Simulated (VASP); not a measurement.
CuGe4: relaxation of the atoms with PBE

CuGe4, a slab with vacuum:

```
Ge Cu
1.0
     4.07405    0.00000    0.00000
     0.00000    4.07405    0.00000
     0.00000    0.00000   19.85576
Ge Cu
4 1
Direct
  0.00000 0.50000 0.20145
  0.00000 0.00000 0.27400
  0.50000 0.00000 0.34937
  0.50000 0.50000 0.42082
  0.50000 0.75000 0.52438
```

* Program: VASP 6.6.1
* Task: relaxation of the atoms
* Functional: PBE
* Potentials or basis: VASP PAW PBE potentials, release 64 (Ge_d, Cu)
* Cutoff: 520 eV
* k mesh: 7 × 7 × 1
* Occupations: gaussian, width 0.1 eV
* Spin: no spin polarisation
* Dipole correction: yes
* Atoms held fixed (from 0): [0, 1, 2, 3]
* Further INCAR settings: ALGO = Fast; EDIFF = 1e-07; IBRION = 2; EDIFFG = -0.025; NSW = 36
* Atoms held along some axes (from 0): atom 4 along a and b

The energy gained by relaxing is 0.8 meV/atom, the ionic steps are 4 and the band gap on the k mesh is zero (an odd number of electrons rules out a gap without spin polarisation).

Step by step:
| step | energy change (eV) | largest force on free atoms (eV/Å) | pressure (GPa) |
| --- | --- | --- | --- |
| 1 | 0.0000 | 0.2174 | -0.70 |
| 2 | -0.0020 | 0.1569 | -0.67 |
| 3 | -0.0040 | 0.0314 | -0.62 |
| 4 | -0.0041 | 0.0028 | -0.61 |

Final structure:
```xyz
5
Lattice="4.0741 0.0000 0.0000 0.0000 4.0741 0.0000 0.0000 0.0000 19.8558" Properties=species:S:1:pos:R:3 pbc="T T T"
Ge    0.0000    2.0370    4.0000
Ge    0.0000    0.0000    5.4404
Ge    2.0370    0.0000    6.9369
Ge    2.0370    2.0370    8.3558
Cu    2.0370    3.0555   10.3752
```

Levels at points of the mesh, in eV from the Fermi level:
| k point | band 31 | band 32 | band 33 | band 34 | band 35 | band 36 |
| --- | --- | --- | --- | --- | --- | --- |
| (0.00, 0.00, 0.00) | -1.60 | -1.30 | -0.45 | 0.85 | 1.08 | 1.59 |

Wall time 5 min on 4 MPI ranks on Oxide Virtual Turin-like Processor (shared host), peak memory 0.48 GiB a rank.

Caveat: an odd number of electrons without spin polarisation forces a metal; a magnetic or distorted state may lie lower.
